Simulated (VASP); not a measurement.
A run of VASP 6.6.1:

File INCAR:

```
SYSTEM = SnH2
ALGO     = Normal         ! electronic algorithm
EDIFF    = 1E-7           ! SCF threshold, eV
EDIFFG   = -0.05          ! ionic threshold
ENCUT    = 1230           ! plane-wave cutoff, eV
GGA      = PE             ! functional
GGA_COMPAT= .False.      
IBRION   = 2              ! ionic algorithm
ISIF     = 3              ! what is computed and relaxed
ISMEAR   = 0              ! smearing method
LASPH    = .True.         ! aspherical terms in the spheres
LCHARG   = .False.        ! write CHGCAR
LREAL    = .False.        ! projectors in reciprocal space
LWAVE    = .False.        ! write WAVECAR
NELM     = 120            ! most SCF steps
NELMIN   = 4            
NSW      = 80             ! ionic steps
PREC     = Accurate       ! precision mode
SIGMA    = 0.1            ! smearing width, eV
```

Contents of KPOINTS:

```
k-points
0
Gamma
  8 8 8
  0 0 0
```

POSCAR

```
SnH2
1.0
    0.0000000000      2.1794425878      2.1794425878
    2.1794425878      0.0000000000      2.1794425878
    2.1794425878      2.1794425878      0.0000000000
Sn H
1 2
Direct
    0.0000000000      0.0000000000      0.0000000000
    0.7500000000      0.7500000000      0.7500000000
    0.2500000000      0.2500000000      0.2500000000
```

Potentials or basis: VASP PAW PBE potentials, release 64 (Sn_d, H_h).

Command:

```console
$ cat potpaw_PBE.64/Sn_d/POTCAR potpaw_PBE.64/H_h/POTCAR > POTCAR
$ mpirun -np 1 vasp_std > vasp.out
```

Hardware: 1 thread of Intel(R) Xeon(R) Platinum 8259CL CPU @ 2.50GHz (Skylake/Cascade Lake) (shared host).

Estimate the wall time of this run.

Run time: 71 s on 1 thread of Intel(R) Xeon(R) Platinum 8259CL CPU @ 2.50GHz (Skylake/Cascade Lake) (shared host), peak memory 0.22 GiB. Counts: scf iterations 35, k points 29, ion steps 3.
